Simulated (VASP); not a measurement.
# Ge in VASP: further runs, part 2 of 2

VASP 6.6.1.

**4. Single point, RPBE**

This run uses another cell than the first one, of 19.80 Å³/atom.

INCAR reads:

```
SYSTEM = Ge
  ALGO = Normal
  EDIFF = 1E-6
  ENCUT = 520
  GGA = RP
  ISIF = 2
  ISMEAR = -1
  LASPH = .True.
  LCHARG = .False.
  LREAL = .False.
  LWAVE = .False.
  NBANDS = 21
  NELM = 80
  PREC = Accurate
  SIGMA = 0.1
```

KPOINTS reads:

```
k-points
0
Gamma
  20 20 14
  0 0 0
```

POSCAR reads:

```
Ge
1.0
   -2.6100867877      2.6132347663      1.4437691740
    2.6132347663     -2.6100867877      1.4437691740
    2.6242645432      2.6242645432     -1.4380036454
Ge
2
Direct
    0.9997552703      0.0002447297      0.0000000000
    0.7502447297      0.2497552703      0.5000000000
```

Potentials or basis: VASP PAW PBE potentials, release 64 (Ge_d).

Command:

```
> cat potpaw_PBE.64/Ge_d/POTCAR > POTCAR
> mpirun -np 1 vasp_std > vasp.out
```

OUTCAR:

```text
SYSTEM = Ge
   EDIFF = 1E-6
   ENCUT = 520
   GGA = RP
   ISIF = 2
   ISMEAR = -1
   LASPH = .True.
   LREAL = .False.
   NELM = 80
   PREC = Accurate

 ion  position               nearest neighbor table
   1  1.000  0.000  0.000-   2 2.71   2 2.71   2 2.72   2 2.72
   2  0.750  0.250  0.500-   1 2.71   1 2.71   1 2.72   1 2.72

  LATTYP: Found a base centered monoclinic cell.
 ALAT       =     2.8875417799
 B/A-ratio  =     2.5581940437
 C/A-ratio  =     1.3783778133
 COS(beta)  =    -0.3598581844

  Lattice vectors:

 A1 = (  -2.6100867877,   2.6132347663,   1.4437691740)
 A2 = (   2.6132347663,  -2.6100867877,   1.4437691740)
 A3 = (   2.6242645432,   2.6242645432,  -1.4380036454)

Analysis of symmetry for initial positions (statically):
=====================================================================
 Subroutine PRICEL returns:
 Original cell was already a primitive cell.

 Routine SETGRP: Setting up the symmetry group for a
 base centered monoclinic supercell.

 Subroutine GETGRP returns: Found  4 space group operations
 (whereof  2 operations were pure point group operations)
 out of a pool of  4 trial point group operations.

The static configuration has the point symmetry C_2 .
[... 162 lines left out ...]

 E-fermi :   6.1849     XC(G=0): -10.8808

 val. band max:        6.1846830415   @ k =   0.1000   0.0500   0.1429
 cond. band min:       6.1874743871   @ k =  -0.1500  -0.1500   0.2857
 fundamental gap:      0.0027913456
 Fermi energy:         6.1849291129

 k-point     1 :       0.0000    0.0000    0.0000
  band No.  band energies     occupation
      1     -18.5645      2.00000
      2     -18.5251      2.00000
      3     -18.4994      2.00000
      4     -18.4965      2.00000
      5     -18.4208      2.00000
      6     -18.4204      2.00000
[... 565 lines left out ...]
     20      14.7906      0.00000
     21      16.9930      0.00000

 [... further k-points ...]

------------------------ aborting loop because EDIFF is reached ----------------------------------------

  FORCE on cell =-STRESS in cart. coord.  units (eV):
  Direction    XX          YY          ZZ          XY          YZ          ZX
  --------------------------------------------------------------------------------------
  -------------------------------------------------------------------------------------
  Total       -0.0478678     -0.0478678     -0.0372861     -0.0585797     -0.0215418     -0.0215418
  in kB       -1.9364788     -1.9364788     -1.5083979     -2.3698249     -0.8714654     -0.8714659
  external PRESSURE =      -1.7937852 kB  Pullay stress =       0.0000000 kB

 VOLUME and BASIS-vectors are now :
 -----------------------------------------------------------------------------
  energy-cutoff  :      520.00
  volume of cell :       39.60
      direct lattice vectors                 reciprocal lattice vectors
    -2.610086788  2.613234766  1.443769174    -0.000896822  0.190552238  0.346108986
     2.613234766 -2.610086788  1.443769174     0.190552238 -0.000896822  0.346108986
     2.624264543  2.624264543 -1.438003645     0.190415820  0.190415820 -0.000415181

 POSITION                                       TOTAL-FORCE (eV/Angst)
 -----------------------------------------------------------------------------------
     -2.60881      2.61196      1.44377        -0.008088      0.008088      0.000000
      0.00660      2.62081      0.72477         0.008088     -0.008088     -0.000000
 -----------------------------------------------------------------------------------
    total drift:                                0.000000      0.000000     -0.000000

  FREE ENERGIE OF THE ION-ELECTRON SYSTEM (eV)
  ---------------------------------------------------
  free  energy   TOTEN  =        -7.8529647877 eV

  energy  without entropy=       -7.8252734604  energy(sigma->0) =       -7.83911912
```

OSZICAR:

```text
N       E                     dE             d eps       ncg     rms          rms(c)
DAV:   1     0.178704871282E+03    0.17870E+03   -0.14232E+04 70602   0.377E+03
DAV:   2     0.167942927464E+02   -0.16191E+03   -0.15712E+03 62564   0.606E+02
DAV:   3    -0.715071879201E+01   -0.23945E+02   -0.23752E+02 70838   0.135E+02
DAV:   4    -0.785380984902E+01   -0.70309E+00   -0.70266E+00 69760   0.266E+01
DAV:   5    -0.786469347417E+01   -0.10884E-01   -0.10883E-01 70031   0.366E+00    0.209E+00
DAV:   6    -0.785577111172E+01    0.89224E-02   -0.18730E-02 84344   0.225E+00    0.119E+00
DAV:   7    -0.785299306558E+01    0.27780E-02   -0.15386E-02 84010   0.180E+00    0.117E-01
DAV:   8    -0.785295894109E+01    0.34124E-04   -0.22901E-03 79018   0.833E-01    0.424E-02
DAV:   9    -0.785296474489E+01   -0.58038E-05   -0.91766E-05 82600   0.151E-01    0.116E-02
DAV:  10    -0.785296478771E+01   -0.42827E-07   -0.39209E-06 66211   0.190E-02
   1 F= -.78529648E+01 E0= -.78391191E+01  d E =-.276913E-01
```

Wall time 17 min (1 thread of Oxide Virtual Turin-like, shared host); peak memory 0.93 GiB.

Results:

```
Free energy            : -7.8530 eV
Pressure               : -0.2 GPa
Largest force          : 0.011 eV/Å
Band gap on the k mesh : zero (bands 14 and 15 overlap by 4.98 eV)
```

Forces on the atoms (eV/Å):
```
Ge  -0.008  0.008  0.000
Ge   0.008 -0.008  0.000
```

Stress tensor (GPa, compression positive):
```
-0.19 -0.24 -0.09
-0.24 -0.19 -0.09
-0.09 -0.09 -0.15
```

Caveat: the PAW data sets were made with another functional, which shifts forces and pressure a little.

**5. Relaxation of cell and atoms, RPBE**

This run uses another cell than the first one, of 20.20 Å³/atom.

INCAR reads:

```
PREC = Accurate ; ENCUT = 600
EDIFF = 1E-6 ; ISMEAR = -1
SIGMA = 0.1 ; LREAL = F
LASPH = T ; NELM = 100
ALGO = Normal ; ISIF = 3
LWAVE = F ; LCHARG = F
GGA = RP ; IBRION = 2
NSW = 80 ; EDIFFG = -0.01
ISYM = 0 ; KPAR = 4
```

KPOINTS reads:

```
Automatic mesh
0
Gamma
  12 12 9
```

POSCAR reads:

```
Ge
1.0
   -2.6447158335      2.6447158335      1.4440148451
    2.6447158335     -2.6447158335      1.4440148451
    2.6447158335      2.6447158335     -1.4440148451
Ge
2
Direct
    0.0000000000      0.0000000000      0.0000000000
    0.7500000000      0.2500000000      0.5000000000
```

Command:

```
> cat potpaw_PBE.64/Ge_d/POTCAR > POTCAR
> mpirun -np 4 vasp_std > vasp.out
```

It took 15 min on 4 MPI ranks of Oxide Virtual Turin-like, shared host; peak memory 0.54 GiB.

It converged, with:

```
Free energy                           : -7.8560 eV
Relaxed volume                        : 19.82 Å³/atom
Relaxed cell                          : a = 3.965 Å, b = 3.965 Å, c = 3.981 Å, α = 97.55°, β = 97.55°, γ = 137.25°
Space group after relaxing (to 0.1 Å) : I4_1/amd (No. 141)
Energy gained by relaxing             : 2.0 meV/atom
Ionic steps                           : 10
Pressure after relaxing               : 0.0 GPa
Band gap on the k mesh                : zero (bands 14 and 15 overlap by 5.09 eV)
```

Step by step:
| step | energy change (eV) | largest force (eV/Å) | pressure (GPa) | volume (Å³) |
| --- | --- | --- | --- | --- |
| 1 | 0.0000 | 0.0089 | -1.36 | 40.40 |
| 2 | -0.0036 | 0.0041 | 0.10 | 39.41 |
| 3 | -0.0037 | 0.0051 | 0.27 | 39.45 |
| 4 | -0.0038 | 0.0057 | -0.01 | 39.55 |
| 5 | -0.0038 | 0.0047 | 0.14 | 39.52 |
| 6 | -0.0038 | 0.0054 | 0.15 | 39.53 |
| 7 | -0.0040 | 0.0018 | 0.28 | 39.57 |
| 8 | -0.0040 | 0.0009 | 0.20 | 39.59 |
| 9 | -0.0039 | 0.0014 | -0.20 | 39.77 |
| 10 | -0.0040 | 0.0004 | 0.02 | 39.64 |

Final structure:
```xyz
2
Lattice="-2.6095 2.6125 1.4453 2.6125 -2.6095 1.4453 2.6247 2.6247 -1.4398" Properties=species:S:1:pos:R:3 pbc="T T T"
Ge   -2.6088    2.6119    1.4453
Ge    0.0078    2.6200    0.7254
```

Levels at points of the mesh, in eV from the Fermi level:
```tsv
k point	band 12	band 13	band 14	band 15	band 16	band 17
(0.00, 0.00, 0.00)	-4.06	-2.15	-2.05	3.45	7.30	7.33
(0.50, 0.00, 0.00)	-6.20	-2.65	-1.80	-1.31	2.52	3.40
(0.00, 0.50, 0.00)	-6.20	-2.65	-1.80	-1.31	2.52	3.40
(0.50, 0.50, 0.00)	-10.10	0.66	0.67	1.87	1.87	6.81
```

Caveat: the PAW data sets were made with another functional, which shifts forces and pressure a little.

**6. Summary**

| task | cell | k mesh | cutoff (eV) | gap on the mesh (eV) | pressure (GPa) | largest force (eV/Å) |
| --- | --- | --- | --- | --- | --- | --- |
| single point | a = 4.118, b = 4.118, c = 4.133 Å, angles 97.5, 97.5, 137.3°, 2 atoms, atomic positions A | 14 × 14 × 10 | 520 | none | -5.6 | 0.01 |
| single point | a = 3.966, b = 3.966, c = 3.980 Å, angles 97.5, 97.5, 137.3°, 2 atoms, atomic positions A | 12 × 12 × 9 | 520 | none | -0.1 | 0.01 |
| single point | a = 3.966, b = 3.966, c = 3.980 Å, angles 97.5, 97.5, 137.3°, 2 atoms, atomic positions A | 20 × 20 × 14 | 520 | none | -0.2 | 0.01 |
| relaxation of cell and atoms | relaxed from a = 4.009 Å, angles 97.5, 97.5, 137.8°, 2 atoms, atomic positions B | 12 × 12 × 9 | 600 | none | 0.0 | - |

Alike in all rows: level RPBE; potentials or basis VASP PAW PBE potentials, release 64 (Ge_d); no spin polarisation; smearing fermi-dirac 0.1 eV.

Caveats: the PAW data sets were made with another functional, which shifts forces and pressure a little; the cell stands under tension (at least some runs).

Absolute energies hang on the potentials; compare differences alone.
